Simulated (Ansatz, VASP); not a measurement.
**Ir in VASP and in Ansatz**

The input INCAR:

```
PREC     = Accurate       # precision mode
ENCUT    = 600            # plane-wave cutoff, eV
EDIFF    = 1E-6           # SCF threshold, eV
ISMEAR   = 0              # smearing method
SIGMA    = 0.1            # smearing width, eV
LREAL    = False          # projectors in reciprocal space
LASPH    = True           # aspherical terms in the spheres
NELM     = 80             # most SCF steps
ALGO     = Normal         # electronic algorithm
ISIF     = 3              # what is computed and relaxed
LWAVE    = False          # write WAVECAR
LCHARG   = False          # write CHGCAR
GGA      = RP             # functional
IBRION   = 2              # ionic algorithm
NSW      = 100            # ionic steps
EDIFFG   = -0.05          # ionic threshold
```

File KPOINTS:

```
Automatic mesh
0
Gamma
  8 8 8
```

File POSCAR:

```
Ir
1.0
    0.0000000000      1.9156000000      1.9156000000
    1.9156000000      0.0000000000      1.9156000000
    1.9156000000      1.9156000000      0.0000000000
Ir
1
Direct
    0.0000000000      0.0000000000      0.0000000000
```

Input for Ansatz:

```yaml
crystal:
  lattice:
    - [0.0, 1.9156, 1.9156]
    - [1.9156, 0.0, 1.9156]
    - [1.9156, 1.9156, 0.0]
  atoms:
    - { symbol: Ir, position: [0.0, 0.0, 0.0] }
basis:
  ecutwfc: 420
kpoints:
  mp_grid: { grid: [8, 8, 8] }
hamiltonian:
  xc: rpbe
scf:
  occupations: { method: gaussian, width: 0.1 }
output:
  forces: true
  stress: true
  eigenvalues: true
relax:
  adjacent_minimum: "off"
  f_tol: 0.05
  max_steps: 80
  cell: { stress_tol: 0.5 }
```

Alike in both runs: task relaxation of cell and atoms; functional RPBE; k mesh 8 × 8 × 8; occupations gaussian, width 0.1 eV; no spin polarisation.

|  | VASP | Ansatz |
| --- | --- | --- |
| version | VASP 6.6.1 | Ansatz 0.2.0 |
| potentials or method | VASP PAW PBE potentials, release 64 (Ir), cutoff 600 eV | scalar-relativistic, plane waves, PAW |
| valence electrons in the cell | 9 | 17 |

```tsv
	VASP	Ansatz	Ansatz less VASP
gap on the k mesh at the Fermi level, each at its own relaxed structure (eV)	none	none	-
relaxed volume (Å³/atom)	14.76	14.74	-0.012
relaxed cell length with the largest relative difference (Å)	2.753	2.752	-0.0007
```

VASP's potentials were made for PBE, not for RPBE. A gap of «none» marks a metal or a gap that the smearing closes. VASP's potentials hold 9 valence electrons a cell and Ansatz's 17, so a difference there can come from the potentials and not from the codes.

Spin-orbit coupling is off throughout.
